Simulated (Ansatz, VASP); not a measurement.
One calculation of GaSb, two programs

Contents of INCAR:

```
SYSTEM = GaSb
PREC = Accurate ; ENCUT = 520
EDIFF = 1E-6 ; ISMEAR = 0
SIGMA = 0.15 ; LREAL = .False.
LASPH = .True. ; NELM = 100
ALGO = Fast ; ISIF = 2
LWAVE = .False. ; LCHARG = .False.
GGA = CA ; NBANDS = 16
```

KPOINTS

```
regular mesh
0
Gamma
  18 18 18
  0 0 0
```

File POSCAR:

```
GaSb
1.0
   -1.5452695302      2.6617716526      2.9789786913
    1.5452695302     -2.6617716526      2.9789786913
    1.5452695302      2.6617716526     -2.9789786913
Ga Sb
1 1
Direct
    0.0000000000      0.0000000000      0.0000000000
    0.5000000000      0.5000000000      0.0000000000
```

Input for Ansatz:

```yaml
crystal:
  lattice:
    - [-1.5452695302, 2.6617716526, 2.9789786913]
    - [1.5452695302, -2.6617716526, 2.9789786913]
    - [1.5452695302, 2.6617716526, -2.9789786913]
  atoms:
    - { symbol: Ga, position: [0.0, 0.0, 0.0] }
    - { symbol: Sb, position: [0.5, 0.5, 0.0] }
basis:
  ecutwfc: 420
kpoints:
  mp_grid: { grid: [18, 18, 18] }
hamiltonian:
  xc: lda
  pseudopotentials: { kind: paw, azcp: { folder: soft_1 } }
scf:
  occupations: { method: gaussian, width: 0.15 }
output:
  forces: true
  stress: true
  eigenvalues: true
```

Change from the starting cell: volume 24.506 Å^3 an atom, stretch along a over the lengths across it, relative to the relaxed cell 0.9230.

Alike in both runs: task single point; functional LDA; k mesh 18 × 18 × 18; occupations gaussian, width 0.15 eV; no spin polarisation.

```csv
,VASP,Ansatz
version,VASP 6.6.1,Ansatz 0.2.0
potentials or method,"VASP PAW LDA potentials, release 64 (Ga_d, Sb), cutoff 520 eV","scalar-relativistic, plane waves, PAW"
valence electrons in the cell,18,28
```

|  | VASP | Ansatz | Ansatz less VASP |
| --- | --- | --- | --- |
| gap on the k mesh at the Fermi level (eV) | none | none | - |
| pressure (GPa) | -4.9 | -5.0 | -0.07 |
| traceless stress, the component that is largest in VASP (GPa) | -2.60 | -2.56 | +0.034 |

Ansatz warns that its potentials were made for another functional, while VASP's fit it. LDA's correlation is that of Perdew and Zunger in VASP and of Perdew and Wang (1992) in Ansatz. A gap of «none» marks a metal or a gap that the smearing closes. VASP's potentials hold 18 valence electrons a cell and Ansatz's 28, so a difference there can come from the potentials and not from the codes.

Spin-orbit coupling is off throughout.
